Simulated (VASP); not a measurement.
Wanted: the native input for a VASP 6.6.1 run.

| Quantity | Value |
| --- | --- |
| Task | relaxation of cell and atoms |
| Functional | PBEsol |
| Potentials or basis | VASP PAW PBE potentials, release 64 (Na_pv) |
| Cutoff | 500 eV |
| k mesh | 13 × 13 × 13 |
| Occupations | methfessel-paxton, width 0.1 eV |
| Spin | no spin polarisation |
| Dipole correction | no |
| Further INCAR settings | ALGO = Normal; EDIFF = 1e-07; IBRION = 2; EDIFFG = -0.01; NSW = 80; ISIF = 3 |

The structure of Na lies in POSCAR:

```
Na
1.0
    0.0000000000      2.6950000000      2.6950000000
    2.6950000000      0.0000000000      2.6950000000
    2.6950000000      2.6950000000      0.0000000000
Na
1
Direct
    0.0000000000      0.0000000000      0.0000000000
```

This isn't the form of Na at room conditions, which is bcc.

These files were run (other wordings do the same):

INCAR

```
PREC = Accurate
ENCUT = 500
EDIFF = 1E-7
ISMEAR = 1
SIGMA = 0.1
LREAL = False
LASPH = True
NELM = 120
ALGO = Normal
ISIF = 3
LWAVE = False
LCHARG = False
GGA = PS
IBRION = 2
NSW = 80
EDIFFG = -0.01
GGA_COMPAT = False
NELMIN = 4
```

KPOINTS

```
Automatic mesh
0
Gamma
  13 13 13
```

Potentials or basis: VASP PAW PBE potentials, release 64 (Na_pv).

Launch:

```bash
$ cat potpaw_PBE.64/Na_pv/POTCAR > POTCAR
$ mpirun -np 1 vasp_std > vasp.out
```

Results of the run:

| Item | Value |
| --- | --- |
| Relaxed volume | 36.34 Å³/atom |
| Relaxed cell | a = 3.718 Å, b = 3.718 Å, c = 3.718 Å, α = 60.00°, β = 60.00°, γ = 60.00° |
| Space group after relaxing (to 0.1 Å) | Fm-3m (No. 225) |
| Energy gained by relaxing | 4.8 meV/atom |
| Ionic steps | 3 |
| Pressure after relaxing | 0.0 GPa |
| Band gap on the k mesh | zero (an odd number of electrons rules out a gap without spin polarisation) |

Caveat: the PAW data sets were made with another functional, which shifts forces and pressure a little.

Run time: 23 s on 1 thread of Intel(R) Xeon(R) Platinum 8559C (Emerald Rapids), with other jobs on the host, peak memory 0.15 GiB.
